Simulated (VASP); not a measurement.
A run of VASP 6.6.1:

Contents of INCAR:

```
ALGO     = Normal         # electronic algorithm
EDIFF    = 1E-7           # SCF threshold, eV
ENCUT    = 520            # plane-wave cutoff, eV
GGA      = RP             # functional
ISIF     = 2              # what is computed and relaxed
ISMEAR   = -1             # smearing method
LASPH    = T              # aspherical terms in the spheres
LCHARG   = F              # write CHGCAR
LREAL    = F              # projectors in reciprocal space
LWAVE    = F              # write WAVECAR
NBANDS   = 20             # bands
NELM     = 80             # most SCF steps
PREC     = Accurate       # precision mode
SIGMA    = 0.1            # smearing width, eV
```

KPOINTS

```
k-points
0
Gamma
  16 16 14
```

File POSCAR:

```
V
1.0
   -3.3028672781      3.3021847245      1.2918252642
    3.3021847245     -3.3028672781      1.2918252642
    1.8364963620      1.8364963620     -1.2930753623
V
2
Direct
    0.0000083952      0.9999916048      0.0000000000
    0.7499916048      0.2500083952      0.5000000000
```

Potentials or basis: VASP PAW PBE potentials, release 64 (V_sv).

Run with:

```bash
$ cat potpaw_PBE.64/V_sv/POTCAR > POTCAR
$ mpirun -np 1 vasp_std > vasp.out
```

Hardware: 1 thread of Intel(R) Xeon(R) 6975P-C (Granite Rapids) (shared host).

Q: How long does it take, and how much memory?

A: It took 3.9 min on 1 thread of Intel(R) Xeon(R) 6975P-C (Granite Rapids), on a shared host, peak memory 0.56 GiB. Counts: scf iterations 12, k points 962.
